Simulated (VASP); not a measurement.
# SnO2 (a cell with a defect) in VASP: single point with PBEsol

Aim: the single point of SnO2 (a cell with a defect) with PBEsol.

Everything below comes from runs of VASP 6.6.1. Logs are shortened: lines on timing, memory, paths and dates and some standing lists are left out, and cuts for length are marked.

## (1) The cell of the first run

The cell holds a defect, 72 atoms: a = 9.538 Å, b = 9.538 Å, c = 9.636 Å, α = 90.00°, β = 90.00°, γ = 90.00°.

## (2) Single point, PBEsol

The input, INCAR:

```
PREC = Accurate
ENCUT = 520
EDIFF = 1E-6
ISMEAR = -1
SIGMA = 0.05
LREAL = Auto
LASPH = T
NELM = 120
ALGO = Normal
ISIF = 2
LWAVE = F
LCHARG = T
GGA = PS
LELF = T
LVHAR = T
ISYM = -1
NBANDS = 354
GGA_COMPAT = F
```

The input, KPOINTS:

```
explicit points
1
Reciprocal
  0.25000000   0.25000000   0.25000000 1
```

The input, POSCAR:

```
SnO2
1.0
    9.5380920000      0.0000000000      0.0000000000
    0.0000000000      9.5380920000      0.0000000000
    0.0000000000      0.0000000000      9.6363030000
O Sn
48 24
Direct
    0.9320530000      0.0724510000      0.0372460000
    0.1493790000      0.1644620000      0.0013890000
    0.1590370000      0.1544130000      0.3298910000
    0.1569760000      0.1550950000      0.6688790000
    0.1537790000      0.6475090000      0.0014260000
    0.1606250000      0.6473730000      0.3359250000
    0.1555250000      0.6483310000      0.6643280000
    0.6464660000      0.1589900000      0.0021060000
    0.6536130000      0.1550280000      0.3523930000
    0.6045630000      0.1838480000      0.6670860000
    0.6504410000      0.6526560000      0.9987790000
    0.6510010000      0.6547290000      0.3336780000
    0.6526710000      0.6489880000      0.6591290000
    0.3558950000      0.3508070000      0.0004740000
    0.3511030000      0.3444940000      0.3358760000
    0.3460320000      0.3463650000      0.6672990000
    0.3572130000      0.8397010000      0.0007440000
    0.3637150000      0.8335560000      0.3386850000
    0.3542200000      0.8328490000      0.6665410000
    0.8382660000      0.3533090000      0.0007050000
    0.8489100000      0.3532320000      0.3342750000
    0.8387770000      0.3546030000      0.6573600000
    0.8382550000      0.8500420000      0.9954210000
    0.8473390000      0.8517580000      0.3333220000
    0.8562390000      0.8387130000      0.6555330000
    0.1000310000      0.4043800000      0.1626970000
    0.0974430000      0.4050580000      0.4995560000
    0.0918880000      0.4011140000      0.8337770000
    0.1078350000      0.8984710000      0.1649940000
    0.1084840000      0.8963260000      0.4983120000
    0.1018350000      0.9037900000      0.8359310000
    0.5946670000      0.4078100000      0.1742940000
    0.5986740000      0.4108550000      0.8311730000
    0.6013280000      0.9069340000      0.1736900000
    0.6151640000      0.9276500000      0.5121860000
    0.5959040000      0.9085880000      0.8251210000
    0.4078010000      0.0984010000      0.1661320000
    0.3897510000      0.0873320000      0.4994120000
    0.3930800000      0.0935960000      0.8462170000
    0.3972620000      0.5997720000      0.1629180000
    0.4051380000      0.5892540000      0.5028180000
    0.3948040000      0.6016140000      0.8398910000
    0.9066530000      0.1120870000      0.1698090000
    0.9405170000      0.0940370000      0.4853030000
    0.8470030000      0.0904080000      0.7427920000
    0.9036420000      0.5971730000      0.1697280000
    0.8869100000      0.5804700000      0.4948680000
    0.9014650000      0.5962320000      0.8287610000
    0.0221200000      0.9866700000      0.3214560000
    0.0223620000      0.9883100000      0.6731750000
    0.9961690000      0.5022660000      0.9991990000
    0.0118210000      0.4975580000      0.3263750000
    0.0059520000      0.4985140000      0.6695750000
    0.5051780000      0.9945390000      0.0022630000
    0.4932200000      0.0034200000      0.3319000000
    0.4727330000      0.0051620000      0.6774050000
    0.5017240000      0.5033460000      0.0008560000
    0.4840800000      0.5100620000      0.3254600000
    0.4840680000      0.5081470000      0.6804620000
    0.2506210000      0.2474870000      0.1605590000
    0.2461200000      0.2498960000      0.4995790000
    0.2458990000      0.2504010000      0.8412470000
    0.2490670000      0.7536960000      0.1645870000
    0.2534150000      0.7454990000      0.5005410000
    0.2409770000      0.7544350000      0.8388180000
    0.7420150000      0.2545140000      0.1717860000
    0.7476780000      0.1005260000      0.5422170000
    0.7460170000      0.2516480000      0.8357870000
    0.7563690000      0.7554020000      0.1592830000
    0.7508650000      0.7541430000      0.4955790000
    0.7536540000      0.7564800000      0.8324720000
    0.7245030000      0.4220060000      0.4921040000
```

Potentials or basis: VASP PAW PBE potentials, release 64 (O, Sn_d).

The run is started by

```sh
$ cat potpaw_PBE.64/O/POTCAR potpaw_PBE.64/Sn_d/POTCAR > POTCAR
$ mpirun -np 1 vasp_std > vasp.out
```

OUTCAR:

```text
PREC = Accurate
   ENCUT = 520
   EDIFF = 1E-6
   ISMEAR = -1
   LREAL = Auto
   LASPH = T
   NELM = 120
   ISIF = 2
   GGA = PS
   ISYM = -1

 ion  position               nearest neighbor table
   1  0.932  0.072  0.037-  43 1.35  66 2.83
   2  0.149  0.164  0.001-  62 1.98  60 1.98
   3  0.159  0.154  0.330-  61 2.05  60 2.05  49 2.07
   4  0.157  0.155  0.669-  50 2.04  61 2.05  62 2.07
   5  0.154  0.648  0.001-  51 2.04  65 2.05  63 2.08
   6  0.161  0.647  0.336-  52 2.02  64 2.04  63 2.11
   7  0.156  0.648  0.664-  53 2.02  64 2.05  65 2.13
   8  0.646  0.159  0.002-  68 2.06  54 2.07  66 2.08
   9  0.654  0.155  0.352-  67 2.10  55 2.11  66 2.15
  10  0.605  0.184  0.667-  67 1.99  56 2.12  68 2.21
  11  0.650  0.653  0.999-  57 2.01  69 2.09  71 2.13
  12  0.651  0.655  0.334-  70 2.06  58 2.11  69 2.18  72 2.78
  13  0.653  0.649  0.659-  70 2.09  59 2.11  71 2.18  72 2.78
  14  0.356  0.351  0.000-  57 2.01  60 2.09  62 2.09
  15  0.351  0.344  0.336-  58 2.03  61 2.07  60 2.15
  16  0.346  0.346  0.667-  59 2.03  61 2.09  62 2.14
  17  0.357  0.840  0.001-  54 2.04  63 2.06  65 2.08
[... 47 lines left out ...]
  57  0.502  0.503  0.001-  11 2.01  14 2.01  40 2.07  33 2.08  42 2.08  32 2.10  59 3.09  58 3.13
                            66 3.69  68 3.70  63 3.74  69 3.74  60 3.75
  58  0.484  0.510  0.325-  40 1.97  41 2.01  15 2.03  32 2.05  12 2.11  72 2.92  57 3.13  59 3.42
                            64 3.57  63 3.58  60 3.71  61 3.76
  59  0.484  0.508  0.680-  42 1.97  41 2.02  16 2.03  33 2.04  13 2.11  72 3.04  57 3.09  58 3.42
                            64 3.60  65 3.64  62 3.69
  60  0.251  0.247  0.161-   2 1.98   3 2.05  37 2.07  26 2.07  14 2.09  15 2.15  62 3.08  61 3.27
                            49 3.65  52 3.66  55 3.67  58 3.71  54 3.75  57 3.75
  61  0.246  0.250  0.500-   3 2.05  27 2.05   4 2.05  38 2.07  15 2.07  16 2.09  60 3.27  62 3.29
                            56 3.61  52 3.66  53 3.68  50 3.68  55 3.70  49 3.72  58 3.76
  62  0.246  0.250  0.841-   2 1.98  39 2.05  28 2.06   4 2.07  14 2.09  16 2.14  60 3.08  61 3.29
                            56 3.56  50 3.66  53 3.68  59 3.69  51 3.71
  63  0.249  0.754  0.165-  29 1.93  40 2.04  17 2.06   5 2.08   6 2.11  18 2.14  65 3.14  64 3.24
                            49 3.45  58 3.58  52 3.68  54 3.70  55 3.70  57 3.74  51 3.76
  64  0.253  0.745  0.501-  30 2.00   6 2.04  19 2.04   7 2.05  18 2.06  41 2.08  63 3.24  65 3.26
                            58 3.57  59 3.60  50 3.60  49 3.62  56 3.66  52 3.70  53 3.71  55 3.73
  65  0.241  0.754  0.839-  31 1.95   5 2.05  42 2.07  17 2.08  19 2.12   7 2.13  63 3.14  64 3.26
                            50 3.45  56 3.61  59 3.64  51 3.69  53 3.69  54 3.75
  66  0.742  0.255  0.172-  32 2.03  43 2.08   8 2.08  21 2.09  20 2.11   9 2.15   1 2.83  68 3.24
                            72 3.48  57 3.69  55 3.71  54 3.73
  67  0.748  0.101  0.542-  44 1.92  10 1.99  35 2.10   9 2.10  45 2.15  22 2.80  56 3.07  50 3.10
                            72 3.11  68 3.18  55 3.29  70 3.33  49 3.54
  68  0.746  0.252  0.836-  45 2.02  20 2.06   8 2.06  33 2.07  22 2.17  10 2.21  67 3.18  66 3.24
                            72 3.69  57 3.70  54 3.72  51 3.73
  69  0.756  0.755  0.159-  23 1.98  46 2.06  34 2.07  11 2.09  24 2.10  12 2.18  71 3.15  70 3.24
                            54 3.64  51 3.67  49 3.71  57 3.74
  70  0.751  0.754  0.496-  25 2.01  24 2.04  12 2.06  13 2.09  47 2.10  35 2.11  72 3.18  69 3.24
                            71 3.25  67 3.33
  71  0.754  0.756  0.832-  23 1.98  48 2.08  36 2.09  25 2.12  11 2.13  13 2.18  69 3.15  70 3.25
                            54 3.67  51 3.72  50 3.72
  72  0.725  0.422  0.492-  22 2.03  21 2.04  47 2.16  13 2.78  12 2.78  58 2.92  59 3.04  67 3.11
                            70 3.18  52 3.25  53 3.27  66 3.48  68 3.69

IMPORTANT INFORMATION: All symmetrisations will be switched off!
NOSYMM: (Re-)initialisation of all symmetry stuff for point group C_1.

----------------------------------------------------------------------------------------

                                     Primitive cell

  volume of cell :     876.6646

  direct lattice vectors                    reciprocal lattice vectors
     9.538092000  0.000000000  0.000000000     0.104842771  0.000000000  0.000000000
     0.000000000  9.538092000  0.000000000     0.000000000  0.104842771  0.000000000
     0.000000000  0.000000000  9.636303000     0.000000000  0.000000000  0.103774238

  length of vectors
     9.538092000  9.538092000  9.636303000     0.104842771  0.104842771  0.103774238

[... 159 lines left out ...]
  0.250000  0.250000  0.250000      1.000000
   k-points           NKPTS =      1   k-points in BZ     NKDIM =      1   number of bands    NBANDS=    354
   number of dos      NEDOS =    301   number of ions     NIONS =     72
   total plane-waves  NPLWV = 373248
   dimension x,y,z NGX =    72 NGY =   72 NGZ =   72
   dimension x,y,z NGXF=   144 NGYF=  144 NGZF=  144
   ions per type =              48  24
   NGX,Y,Z   is equivalent  to a cutoff of  12.55, 12.55, 12.42 a.u.
   NGXF,Y,Z  is equivalent  to a cutoff of  25.10, 25.10, 24.84 a.u.
 SYSTEM =  unknown system
   PREC   = accura    normal or accurate (medium, high low for compatibility)
   ISTART =      0    job   : 0-new  1-cont  2-samecut
   ICHARG =      2    charge: 1-file 2-atom 10-const
   ISPIN  =      1    spin polarized calculation?
   LNONCOLLINEAR =      F non collinear calculations
   LSORBIT =      F    spin-orbit coupling
   LASPH  =      T    aspherical Exc in radial PAW
   ENCUT  =  520.0 eV  38.22 Ry    6.18 a.u.  17.73 17.73 17.92*2*pi/ulx,y,z
   NELM   =    120;   NELMIN=  2; NELMDL= -5     # of ELM steps
   EDIFF  = 0.1E-05   stopping-criterion for ELM
   LREAL  =      T    real-space projection
   EDIFFG = 0.1E-04   stopping-criterion for IOM
   NSW    =      0    number of steps for IOM
   IBRION =     -1    ionic relax: 0-MD 1-quasi-New 2-CG
   NFREE  =      0    steps in history (QN), initial steepest desc. (CG)
   ISIF   =      2    stress and relaxation
   ISYM   =     -1    0-nonsym 1-usesym 2-fastsym
   POTIM  = 0.5000    time-step for ionic-motion
   TEBEG  =    0.0;   TEEND  =   0.0 temperature during run
   PSTRESS=    0.0 pullay stress
   NELECT =     624.0000    total number of electrons
   NUPDOWN=      -1.0000    fix difference up-down
   EMIN   =  10.00;   EMAX   =-10.00  energy-range for DOS
   EFERMI =   0.00;   METHOD = LEGACY
   ISMEAR =    -1;   SIGMA  =   0.05  broadening in eV -4-tet -1-fermi 0-gaus
   EFERMI_NEDOS =   21; number of points for ismear=-14 and -15
   IALGO  =     38    algorithm
   IMIX   =      4    mixing-type and parameters
     AMIX     =   0.40;   BMIX     =  1.00
     AMIX_MAG =   1.60;   BMIX_MAG =  1.00
  volume/ion in A,a.u.               =      12.18        82.17
  Fermi-wavevector in a.u.,A,eV,Ry     =   1.461701  2.762214 29.069797  2.136570
  Thomas-Fermi vector in A             =   2.578001
   LORBIT       =      0    0 simple, 1 ext, 2 COOP (PROOUT), +10 PAW based schemes
   GGA     = PS    functional components
   LHFCALC =     F    Hartree Fock is set to
   AEXX    =    0.0000 exact exchange contribution
   IVDW    =     0    specifies the selected vdW correction
   LEPSILON=     F    determine dielectric tensor
   LRPA    =     F    only Hartree local field effects (RPA)
 non-spin polarized calculation
  energy-cutoff  :      520.00
  volume of cell :      876.66
 maximum number of plane-waves:     23594
 NGX is ok and might be reduce to    70
   NGX = 35   NGY = 35   NGZ = 35

 number of electron     624.0000011 magnetization

 Free energy of the ion-electron system (eV)
  ---------------------------------------------------
  ext. energy  EPLUGINS =         0.00000000
  ---------------------------------------------------
  free energy    TOTEN  =      -461.54199030 eV

  energy without entropy =     -461.50701394  energy(sigma->0) =     -461.52450212

 E-fermi :   7.9475     XC(G=0): -11.4276

 val. band max:        7.7913259796   @ k =   0.2500   0.2500   0.2500
 cond. band min:       8.1037096045   @ k =   0.2500   0.2500   0.2500
 fundamental gap:      0.3123836249
 Fermi energy:         7.9474948723

 k-point     1 :       0.2500    0.2500    0.2500
  band No.  band energies     occupation
      1     -16.1772      2.00000
      2     -15.5843      2.00000
      3     -15.4803      2.00000
      4     -15.4547      2.00000
      5     -15.2896      2.00000
      6     -15.2698      2.00000
[... 316 lines left out ...]
    323      10.4890      0.00000
    324      10.5693      0.00000
 [bands above 324 left out]

------------------------ aborting loop because EDIFF is reached ----------------------------------------

  FORCE on cell =-STRESS in cart. coord.  units (eV):
  Direction    XX          YY          ZZ          XY          YZ          ZX
  --------------------------------------------------------------------------------------
  -------------------------------------------------------------------------------------
  Total       37.6512783     36.9154310     27.8859827    -10.1323945      1.1407135     -4.1094859
  in kB       68.8108380     67.4660160     50.9639492    -18.5177925      2.0847486     -7.5104268
  external PRESSURE =      62.4136010 kB  Pullay stress =       0.0000000 kB

 VOLUME and BASIS-vectors are now :
 -----------------------------------------------------------------------------
  energy-cutoff  :      520.00
  volume of cell :      876.66
      direct lattice vectors                 reciprocal lattice vectors
     9.538092000  0.000000000  0.000000000     0.104842771  0.000000000  0.000000000
     0.000000000  9.538092000  0.000000000     0.000000000  0.104842771  0.000000000
     0.000000000  0.000000000  9.636303000     0.000000000  0.000000000  0.103774238

 POSITION                                       TOTAL-FORCE (eV/Angst)
 -----------------------------------------------------------------------------------
      8.89001      0.69104      0.35891         0.083216     -0.114710     -0.393700
      1.42479      1.56865      0.01338        -0.057918     -0.054280     -0.000916
      1.51691      1.47281      3.17893        -0.002182      0.002612      0.003664
      1.49725      1.47931      6.44552         0.000886      0.006032     -0.001087
      1.46676      6.17600      0.01374        -0.010131     -0.020017      0.007578
      1.53206      6.17470      3.23708         0.002365     -0.003304      0.004004
[... 64 lines left out ...]
      7.18842      7.21538      8.02195         0.002783     -0.002342     -0.020222
      6.91038      4.02513      4.74206        -0.099355     -0.000308     -0.009814
 -----------------------------------------------------------------------------------
    total drift:                               -0.005377      0.007864      0.007819

  FREE ENERGIE OF THE ION-ELECTRON SYSTEM (eV)
  ---------------------------------------------------
  free  energy   TOTEN  =      -461.5419903042 eV

  energy  without entropy=     -461.5070139433  energy(sigma->0) =     -461.52450212
```

Run time: 14 min. Hardware: 1 thread of Intel Xeon 6975P-C (Granite Rapids), shared host; peak memory 0.83 GiB.

Results:

```
Free energy   : -461.5420 eV
Pressure      : 6.2 GPa
Largest force : 0.418 eV/Å
```

Forces on the atoms (eV/Å):
```
O    0.083 -0.115 -0.394
O   -0.058 -0.054 -0.001
O   -0.002  0.003  0.004
O    0.001  0.006 -0.001
O   -0.010 -0.020  0.008
O    0.002 -0.003  0.004
O    0.005 -0.004 -0.004
O   -0.008 -0.010  0.011
O    0.007  0.029 -0.009
O   -0.039  0.052  0.018
O   -0.007 -0.011  0.000
O    0.008  0.006 -0.020
O    0.003  0.000  0.016
O    0.015  0.011  0.001
O   -0.004 -0.009 -0.005
O   -0.005 -0.007 -0.001
O    0.028  0.002 -0.002
O    0.022 -0.013  0.003
O    0.012 -0.014 -0.006
O    0.005  0.010  0.005
O    0.016 -0.016  0.004
O    0.010 -0.019  0.010
O    0.060  0.071  0.002
O    0.005  0.011 -0.008
O    0.014  0.014  0.003
O    0.020 -0.020 -0.010
O   -0.002 -0.003  0.006
O    0.020 -0.019  0.002
O   -0.026  0.013 -0.035
O   -0.013  0.011  0.001
O   -0.012  0.012  0.040
O    0.015 -0.010 -0.008
O    0.023 -0.013  0.000
O    0.022 -0.018  0.016
O   -0.029 -0.019 -0.007
O    0.027 -0.019 -0.014
O   -0.010  0.029 -0.006
O    0.000 -0.001 -0.003
O   -0.016  0.026  0.012
O   -0.024  0.024 -0.020
O   -0.009  0.009  0.007
O   -0.029  0.027  0.016
O   -0.072  0.072  0.367
O    0.038  0.019 -0.013
O    0.002 -0.008  0.017
O   -0.022  0.021  0.015
O    0.014  0.001 -0.004
O   -0.027  0.016 -0.008
Sn  -0.002  0.019 -0.021
Sn   0.004 -0.001  0.015
Sn  -0.001  0.003 -0.003
Sn  -0.002 -0.007  0.006
Sn   0.000 -0.007 -0.011
Sn  -0.006 -0.002 -0.001
Sn  -0.010 -0.001  0.002
Sn  -0.013 -0.006 -0.011
Sn  -0.003  0.004  0.006
Sn   0.022 -0.007  0.032
Sn   0.033 -0.027 -0.036
Sn   0.013 -0.013  0.013
Sn  -0.014 -0.015  0.001
Sn   0.002 -0.007 -0.013
Sn   0.017 -0.005 -0.017
Sn   0.005 -0.010  0.012
Sn   0.013  0.004  0.015
Sn  -0.008  0.006  0.018
Sn   0.023  0.035 -0.004
Sn  -0.001 -0.002  0.004
Sn  -0.012 -0.020  0.018
Sn  -0.014 -0.008 -0.006
Sn   0.003 -0.002 -0.020
Sn  -0.099  0.000 -0.010
```

Stress tensor (GPa, compression positive):
```
 6.88 -1.85 -0.75
-1.85  6.75  0.21
-0.75  0.21  5.10
```

Caveat: the PAW data sets were made with another functional, which shifts forces and pressure a little; spin-orbit coupling is left out, which moves the levels of the heavy elements.
